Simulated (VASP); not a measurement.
A run of VASP 6.6.1:

INCAR

```
PREC     = Accurate       # precision mode
ENCUT    = 520            # plane-wave cutoff, eV
EDIFF    = 1E-6           # SCF threshold, eV
ISMEAR   = 0              # smearing method
SIGMA    = 0.1            # smearing width, eV
LREAL    = F              # projectors in reciprocal space
LASPH    = T              # aspherical terms in the spheres
NELM     = 80             # most SCF steps
ALGO     = Normal         # electronic algorithm
ISIF     = 2              # what is computed and relaxed
LWAVE    = F              # write WAVECAR
LCHARG   = T              # write CHGCAR
GGA      = PE             # functional
LELF     = T              # ELF
LVHAR    = T            
NBANDS   = 24             # bands
```

The input KPOINTS:

```
regular mesh
0
Gamma
  6 6 6
```

The input POSCAR:

```
Cu
1.0
   -1.8934838100      1.8934838100      2.4644848400
    1.8934838100     -1.8934838100      2.4644848400
    1.8934838100      1.8934838100     -2.4644848400
Cu
3
Direct
    0.7500000000      0.2500000000      0.5000000000
    0.2500000000      0.7500000000      0.5000000000
    0.5000000000      0.5000000000      0.0000000000
```

Potentials or basis: VASP PAW PBE potentials, release 64 (Cu).

Launch:

```sh
$ cat potpaw_PBE.64/Cu/POTCAR > POTCAR
$ mpirun -np 1 vasp_std > vasp.out
```

Hardware: 1 thread of Intel(R) Xeon(R) 6975P-C (Granite Rapids), with other jobs on the host.

Problem. Estimate the wall time of this run.

Solution. It took 13 s on 1 thread of Intel(R) Xeon(R) 6975P-C (Granite Rapids) (shared host), peak memory 0.15 GiB. Counts: scf iterations 14, k points 30.
